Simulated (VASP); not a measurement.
# Os (Im-3m) in VASP: further runs, part 2 of 2

VASP 6.6.1. The steps go on from the part before.

### Step 3. Single point, RPBE (13.16 Å³/atom)

This run uses another cell than the first one, of 13.16 Å³/atom.

INCAR reads:

```
SYSTEM = Os
  PREC = Accurate
  ENCUT = 520
  EDIFF = 1E-7
  ISMEAR = -1
  SIGMA = 0.1
  LREAL = .False.
  LASPH = .True.
  NELM = 100
  ALGO = Normal
  ISIF = 2
  LWAVE = .False.
  LCHARG = .False.
  GGA = RP
  NBANDS = 10
```

KPOINTS reads:

```
regular mesh
0
Gamma
  16 16 16
  0 0 0
```

POSCAR reads:

```
Os
1.0
   -1.4872651751      1.4872651751      1.4872651751
    1.4872651751     -1.4872651751      1.4872651751
    1.4872651751      1.4872651751     -1.4872651751
Os
1
Direct
    0.0000000000      0.0000000000      0.0000000000
```

Potentials or basis: VASP PAW PBE potentials, release 64 (Os).

On the command line:

```bash
$ cat potpaw_PBE.64/Os/POTCAR > POTCAR
$ mpirun -np 1 vasp_std > vasp.out
```

OUTCAR:

```text
SYSTEM = Os
   PREC = Accurate
   ENCUT = 520
   EDIFF = 1E-7
   ISMEAR = -1
   LREAL = .False.
   LASPH = .True.
   NELM = 100
   ISIF = 2
   GGA = RP

 ion  position               nearest neighbor table
   1  0.000  0.000  0.000-

  LATTYP: Found a body centered cubic cell.
 ALAT       =     2.9745303502

  Lattice vectors:

 A1 = (  -1.4872651751,   1.4872651751,   1.4872651751)
 A2 = (   1.4872651751,  -1.4872651751,   1.4872651751)
 A3 = (   1.4872651751,   1.4872651751,  -1.4872651751)

Analysis of symmetry for initial positions (statically):
=====================================================================
 Subroutine PRICEL returns:
 Original cell was already a primitive cell.

 Routine SETGRP: Setting up the symmetry group for a
 body centered cubic supercell.

 Subroutine GETGRP returns: Found 48 space group operations
 (whereof 48 operations were pure point group operations)
 out of a pool of 48 trial point group operations.

The static configuration has the point symmetry O_h .

[... 161 lines left out ...]
 fundamental gap:      0.0087805555
 Fermi energy:        10.8432683831

 k-point     1 :       0.0000    0.0000    0.0000
  band No.  band energies     occupation
      1      -0.9987      2.00000
      2       6.9867      2.00000
      3       6.9867      2.00000
      4       6.9867      2.00000
      5      10.7105      1.58078
      6      10.7105      1.58078
      7      27.0470      0.00000
      8      27.0470      0.00000
      9      27.0470      0.00000
     10      40.3723      0.00000
[... 287 lines left out ...]
 k-point    24 :       0.2500    0.1875    0.0000
  band No.  band energies     occupation
      1       3.3010      2.00000
      2       5.2370      2.00000
      3       6.3571      2.00000
      4      10.0233      1.99945
      5      11.5553      0.00162
      6      14.2565      0.00000
      7      23.6386      0.00000
      8      26.6771      0.00000
      9      29.2022      0.00000
     10      32.9532      0.00000

 [... further k-points ...]

------------------------ aborting loop because EDIFF is reached ----------------------------------------

  FORCE on cell =-STRESS in cart. coord.  units (eV):
  Direction    XX          YY          ZZ          XY          YZ          ZX
  --------------------------------------------------------------------------------------
  -------------------------------------------------------------------------------------
  Total        4.9029024      4.9029024      4.9029024      0.0000000      0.0000000      0.0000000
  in kB      596.9508991    596.9508991    596.9508991      0.0000000      0.0000000      0.0000000
  external PRESSURE =     596.9508991 kB  Pullay stress =       0.0000000 kB

 VOLUME and BASIS-vectors are now :
 -----------------------------------------------------------------------------
  energy-cutoff  :      520.00
  volume of cell :       13.16
      direct lattice vectors                 reciprocal lattice vectors
    -1.487265175  1.487265175  1.487265175     0.000000000  0.336187526  0.336187526
     1.487265175 -1.487265175  1.487265175     0.336187526  0.000000000  0.336187526
     1.487265175  1.487265175 -1.487265175     0.336187526  0.336187526  0.000000000

 POSITION                                       TOTAL-FORCE (eV/Angst)
 -----------------------------------------------------------------------------------
      0.00000      0.00000      0.00000        -0.000000      0.000000      0.000000
 -----------------------------------------------------------------------------------
    total drift:                                0.000000      0.000000      0.000000

  FREE ENERGIE OF THE ION-ELECTRON SYSTEM (eV)
  ---------------------------------------------------
  free  energy   TOTEN  =        -9.4544194777 eV

  energy  without entropy=       -9.4113080028  energy(sigma->0) =       -9.43286374
```

OSZICAR:

```text
N       E                     dE             d eps       ncg     rms          rms(c)
DAV:   1     0.378147024942E+02    0.37815E+02   -0.42519E+03  2972   0.752E+02
DAV:   2    -0.898138343670E+01   -0.46796E+02   -0.44135E+02  3000   0.203E+02
DAV:   3    -0.997487006050E+01   -0.99349E+00   -0.98590E+00  3378   0.274E+01
DAV:   4    -0.997730545318E+01   -0.24354E-02   -0.24350E-02  3200   0.151E+00
DAV:   5    -0.997731370181E+01   -0.82486E-05   -0.82479E-05  3278   0.795E-02    0.203E+01
DAV:   6    -0.959911942826E+01    0.37819E+00   -0.32146E-01  3576   0.428E+00    0.106E+01
DAV:   7    -0.945740719553E+01    0.14171E+00   -0.33815E-01  3670   0.420E+00    0.646E-01
DAV:   8    -0.945470365077E+01    0.27035E-02   -0.73321E-03  3186   0.896E-01    0.115E-01
DAV:   9    -0.945444103162E+01    0.26262E-03   -0.35242E-04  3214   0.198E-01    0.202E-02
DAV:  10    -0.945441942611E+01    0.21606E-04   -0.86479E-06  3242   0.376E-02    0.753E-03
DAV:  11    -0.945441947768E+01   -0.51574E-07   -0.11668E-07  2738   0.266E-03
   1 F= -.94544195E+01 E0= -.94328637E+01  d E =-.431115E-01
```

stdout:

```text
POSCAR found type information on POSCAR Os
 POSCAR found :  1 types and       1 ions
 scaLAPACK will be used
 -----------------------------------------------------------------------------
|                                                                             |
|                                                                             |
|     You enforced a specific xc type in the INCAR file but a different       |
|     I HOPE YOU KNOW WHAT YOU ARE DOING!                                     |
|                                                                             |
 -----------------------------------------------------------------------------

 LDA part: xc-table for (Slater+PW92), standard interpolation
 POSCAR, INCAR and KPOINTS ok, starting setup
 FFT: planning ... GRIDC
 FFT: planning ... GRID_SOFT
 FFT: planning ... GRID
 WAVECAR not read
 entering main loop
```

Run time: 17 s. Hardware: 1 thread of Intel Xeon 8259CL, shared host; peak memory 0.14 GiB.

Results:

```
Free energy            : -9.4544 eV
Pressure               : 59.7 GPa
Band gap on the k mesh : zero (bands 4 and 5 overlap by 5.14 eV)
```

Levels at points of the mesh, in eV from the Fermi level:
| k point | band 1 | band 2 | band 3 | band 4 | band 5 | band 6 | band 7 | band 8 |
| --- | --- | --- | --- | --- | --- | --- | --- | --- |
| (0.00, 0.00, 0.00) | -11.84 | -3.86 | -3.86 | -3.86 | -0.13 | -0.13 | 16.20 | 16.20 |
| (0.50, 0.00, 0.00) | -8.74 | -6.23 | -0.26 | -0.23 | 0.67 | 3.78 | 10.33 | 12.47 |
| (0.50, 0.50, 0.50) | -8.46 | -8.46 | 2.79 | 2.79 | 2.79 | 8.37 | 8.37 | 8.37 |

Caveat: the cell stands under pressure; the PAW data sets were made with another functional, which shifts forces and pressure a little; spin-orbit coupling is left out, which moves the levels of the heavy elements.

### Step 4. Single point, RPBE (13.76 Å³/atom)

This run uses another cell than the first one, of 13.76 Å³/atom.

INCAR reads:

```
SYSTEM = Os
PREC     = Accurate       ! precision mode
ENCUT    = 520            ! plane-wave cutoff, eV
EDIFF    = 1E-7           ! SCF threshold, eV
ISMEAR   = -1             ! smearing method
SIGMA    = 0.1            ! smearing width, eV
LREAL    = .FALSE.        ! projectors in reciprocal space
LASPH    = .TRUE.         ! aspherical terms in the spheres
NELM     = 80             ! most SCF steps
ALGO     = Normal         ! electronic algorithm
ISIF     = 2              ! what is computed and relaxed
LWAVE    = .FALSE.        ! write WAVECAR
LCHARG   = .TRUE.         ! write CHGCAR
GGA      = RP             ! functional
LELF     = .TRUE.         ! ELF
LVHAR    = .TRUE.       
NBANDS   = 10             ! bands
```

KPOINTS reads:

```
regular mesh
0
G
  16 16 16
  0 0 0
```

POSCAR reads:

```
Os
1.0
   -1.5094664360      1.5094664360      1.5094664360
    1.5094664360     -1.5094664360      1.5094664360
    1.5094664360      1.5094664360     -1.5094664360
Os
1
Direct
    0.0000000000      0.0000000000      0.0000000000
```

On the command line:

```bash
$ cat potpaw_PBE.64/Os/POTCAR > POTCAR
$ mpirun -np 1 vasp_std > vasp.out
```

Run time: 23 s. Hardware: 1 thread of Intel Xeon 8259CL, shared host; peak memory 0.14 GiB.

The run converged. Its results:

| Property | Result |
| --- | --- |
| Free energy | -9.6295 eV |
| Pressure | 34.9 GPa |
| Band gap on the k mesh | zero (bands 4 and 5 overlap by 4.80 eV) |

Levels at points of the mesh, in eV from the Fermi level:
| k point | band 2 | band 3 | band 4 | band 5 | band 6 | band 7 |
| --- | --- | --- | --- | --- | --- | --- |
| (0.00, 0.00, 0.00) | -3.62 | -3.62 | -3.62 | -0.11 | -0.11 | 16.19 |
| (0.50, 0.00, 0.00) | -5.85 | -0.26 | -0.23 | 0.61 | 3.51 | 9.68 |
| (0.50, 0.50, 0.50) | -7.92 | 2.60 | 2.60 | 2.60 | 8.12 | 8.12 |

Caveat: the cell stands under pressure; the PAW data sets were made with another functional, which shifts forces and pressure a little; spin-orbit coupling is left out, which moves the levels of the heavy elements.

### Step 5. Single point, RPBE (14.36 Å³/atom)

This run uses another cell than the first one, of 14.36 Å³/atom.

INCAR reads:

```
SYSTEM = Os
  PREC = Accurate
  ENCUT = 520
  EDIFF = 1E-6
  ISMEAR = -1
  SIGMA = 0.1
  LREAL = .FALSE.
  LASPH = .TRUE.
  NELM = 80
  ALGO = Normal
  ISIF = 2
  LWAVE = .FALSE.
  LCHARG = .TRUE.
  GGA = RP
  LELF = .TRUE.
  LVHAR = .TRUE.
  NBANDS = 10
```

KPOINTS is that of step 4.

POSCAR reads:

```
Os
1.0
   -1.5310331560      1.5310331560      1.5310331560
    1.5310331560     -1.5310331560      1.5310331560
    1.5310331560      1.5310331560     -1.5310331560
Os
1
Direct
    0.0000000000      0.0000000000      0.0000000000
```

On the command line:

```bash
$ cat potpaw_PBE.64/Os/POTCAR > POTCAR
$ mpirun -np 1 vasp_std > vasp.out
```

Wall time 18 s (1 thread of Intel Xeon 8259CL, shared host); peak memory 0.14 GiB.

It converged, with:

```
Free energy            : -9.7223 eV
Pressure               : 15.3 GPa
Band gap on the k mesh : zero (bands 4 and 5 overlap by 4.49 eV)
```

Levels at points of the mesh, in eV from the Fermi level:
```tsv
k point	band 2	band 3	band 4	band 5	band 6	band 7
(0.00, 0.00, 0.00)	-3.41	-3.41	-3.41	-0.09	-0.09	16.17
(0.50, 0.00, 0.00)	-5.50	-0.24	-0.22	0.56	3.26	9.10
(0.50, 0.50, 0.50)	-7.43	2.42	2.42	2.42	7.90	7.90
```

Caveat: the cell stands under pressure; the PAW data sets were made with another functional, which shifts forces and pressure a little; spin-orbit coupling is left out, which moves the levels of the heavy elements.

### Step 6. Single point, RPBE (14.95 Å³/atom)

INCAR reads:

```
ALGO = Normal
EDIFF = 1E-6
ENCUT = 520
GGA = RP
ISIF = 2
ISMEAR = -1
LASPH = True
LCHARG = True
LELF = True
LREAL = False
LVHAR = True
LWAVE = False
NBANDS = 10
NELM = 60
PREC = Accurate
SIGMA = 0.1
```

KPOINTS reads:

```
k-points
0
Gamma
  16 16 16
```

POSCAR reads:

```
Os
1.0
   -1.5520088194      1.5520088194      1.5520088194
    1.5520088194     -1.5520088194      1.5520088194
    1.5520088194      1.5520088194     -1.5520088194
Os
1
Direct
    0.0000000000      0.0000000000      0.0000000000
```

Potentials or basis: VASP PAW PBE potentials, release 64 (Os).

On the command line:

```bash
$ cat potpaw_PBE.64/Os/POTCAR > POTCAR
$ mpirun -np 1 vasp_std > vasp.out
```

Wall time 20 s (1 thread of Intel Xeon 8259CL, shared host); peak memory 0.14 GiB.

Results (log left out):

```
Free energy            : -9.7500 eV
Pressure               : -0.1 GPa
Band gap on the k mesh : zero (bands 4 and 5 overlap by 4.21 eV)
```

Levels at points of the mesh, in eV from the Fermi level:
```
           k point  band 1  band 2  band 3  band 4  band 5  band 6  band 7  band 8  band 9
(0.00, 0.00, 0.00)  -10.61   -3.21   -3.21   -3.21   -0.07   -0.07   16.14   16.14   16.14
(0.50, 0.00, 0.00)   -7.43   -5.18   -0.22   -0.21    0.52    3.04    8.57   12.40   16.67
(0.50, 0.50, 0.50)   -6.99   -6.99    2.26    2.26    2.26    7.71    7.71    7.71   14.88
```

Caveat: the PAW data sets were made with another functional, which shifts forces and pressure a little; spin-orbit coupling is left out, which moves the levels of the heavy elements.

### Step 7. Summary

| cell | k mesh | gap on the mesh (eV) | pressure (GPa) |
| --- | --- | --- | --- |
| a = 2.688 Å, angles 109.5°, 1 atom | 14 × 14 × 14 | none | -0.2 |
| a = 2.576 Å, angles 109.5°, 1 atom | 16 × 16 × 16 | none | 59.7 |
| a = 2.614 Å, angles 109.5°, 1 atom | 16 × 16 × 16 | none | 34.9 |
| a = 2.652 Å, angles 109.5°, 1 atom | 16 × 16 × 16 | none | 15.3 |
| a = 2.688 Å, angles 109.5°, 1 atom | 16 × 16 × 16 | none | -0.1 |

Alike in all rows: task single point; level RPBE; potentials or basis VASP PAW PBE potentials, release 64 (Os); no spin polarisation; cutoff (eV) 520; smearing fermi-dirac 0.1 eV.

Caveats: the PAW data sets were made with another functional, which shifts forces and pressure a little; spin-orbit coupling is left out, which moves the levels of the heavy elements; the cell stands under pressure (at least some runs).

Absolute energies hang on the potentials; compare differences alone.
